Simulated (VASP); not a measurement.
**C: single point with PBE**

C:

```
C
1.0
     2.38820    0.00000    0.00000
    -1.19410    2.06824    0.00000
     0.00000    0.00000   12.27370
C
12
Direct
  0.00000 0.00000 0.18686
  0.00000 0.00000 0.68686
  0.00000 0.00000 0.31314
  0.00000 0.00000 0.81314
  0.33333 0.66667 0.52077
  0.66667 0.33333 0.02077
  0.33333 0.66667 0.97923
  0.66667 0.33333 0.47923
  0.33333 0.66667 0.64510
  0.66667 0.33333 0.14510
  0.33333 0.66667 0.85490
  0.66667 0.33333 0.35490
```

| Item | Value |
| --- | --- |
| Program | VASP 6.6.1 |
| Task | single point |
| Functional | PBE |
| Potentials or basis | VASP PAW PBE potentials, release 64 (C) |
| Cutoff | 520 eV |
| k mesh | 12 × 12 × 2 |
| Occupations | gaussian, width 0.05 eV |
| Spin | no spin polarisation |
| Dipole correction | no |
| Further INCAR settings | ALGO = Normal; EDIFF = 1e-07; NBANDS = 36 |

```json
{
 "Pressure": "67.3 GPa",
 "Largest force": "0.450 eV/Å",
 "Band gap on the k mesh": "4.70 eV"
}
```

Forces in eV/Å, atoms in the order of the input:
```
C    0.000  0.000  0.450
C    0.000  0.000  0.450
C    0.000  0.000 -0.450
C    0.000  0.000 -0.450
C    0.000  0.000  0.397
C    0.000  0.000  0.397
C    0.000  0.000 -0.397
C    0.000  0.000 -0.397
C    0.000  0.000 -0.334
C    0.000  0.000 -0.334
C    0.000  0.000  0.334
C    0.000  0.000  0.334
```

Stress tensor (GPa, compression positive):
```
88.32  0.00  0.00
 0.00 88.32  0.00
 0.00  0.00 25.35
```

Levels at points of the mesh, in eV from the valence-band top:
```csv
k point,band 20,band 21,band 22,band 23,band 24,band 25,band 26,band 27,band 28,band 29
"(0.00, 0.00, 0.00)",-0.92,-0.92,-0.29,0.00,0.00,4.70,6.14,6.14,7.18,7.18
"(0.50, 0.00, 0.00)",-4.95,-4.55,-4.51,-4.12,-3.44,5.20,5.47,5.98,6.15,6.41
"(0.00, 0.00, 0.50)",-1.70,-0.30,-0.30,-0.30,-0.30,5.97,5.97,6.50,6.50,6.50
"(0.50, 0.00, 0.50)",-5.41,-4.32,-4.32,-3.76,-3.76,5.50,5.50,5.65,5.65,6.69
```

Run time: 54 s on 1 thread of AMD EPYC 9R45 96-Core Processor (Zen 5) (shared host), peak memory 0.16 GiB.

Caveat: the stress differs along the axes, from 25 to 88 GPa. A k mesh can miss the band edges.
